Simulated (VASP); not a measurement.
Write the native input for VASP 6.6.1 that does the following.

```yaml
Task: single point
Functional: PBEsol
Potentials_or_basis: VASP PAW PBE potentials, release 64 (Ta_pv)
Cutoff: 520 eV
k_mesh: 2 × 2 × 11
Occupations: fermi-dirac, width 0.1 eV
Spin: no spin polarisation
Dipole_correction: no
Further_INCAR_settings: ALGO = Normal; EDIFF = 1e-07; NBANDS = 30
```

The structure of Ta lies in POSCAR:

```
Ta
1.0
   22.7091110000      0.0000000000      0.0000000000
    0.0000000000     22.7091110000      0.0000000000
    0.0000000000      0.0000000000      2.3772800000
Ta
4
Direct
    0.3186290000      0.8186290000      0.0000000000
    0.6813710000      0.1813710000      0.0000000000
    0.1813710000      0.3186290000      0.0000000000
    0.8186290000      0.6813710000      0.0000000000
```

One way to write it, as run:

INCAR

```
SYSTEM = Ta
ALGO = Normal ; EDIFF = 1E-7
ENCUT = 520 ; GGA = PS
ISIF = 2 ; ISMEAR = -1
LASPH = .TRUE. ; LCHARG = .TRUE.
LELF = .TRUE. ; LREAL = .FALSE.
LVHAR = .TRUE. ; LWAVE = .FALSE.
NBANDS = 30 ; NELM = 60
PREC = Accurate ; SIGMA = 0.1
```

KPOINTS

```
k-points
0
G
  2 2 11
  0 0 0
```

Potentials or basis: VASP PAW PBE potentials, release 64 (Ta_pv).

Command:

```sh
$ cat potpaw_PBE.64/Ta_pv/POTCAR > POTCAR
$ mpirun -np 1 vasp_std > vasp.out
```

Results of the run:

- Band gap on the k mesh: zero (bands 22 and 23 overlap by 2.39 eV)

Caveat: spin-orbit coupling is left out, which moves the levels of the heavy elements.

It took 56 min on 1 thread of Intel Xeon 8259CL (shared host), peak memory 1.2 GiB.
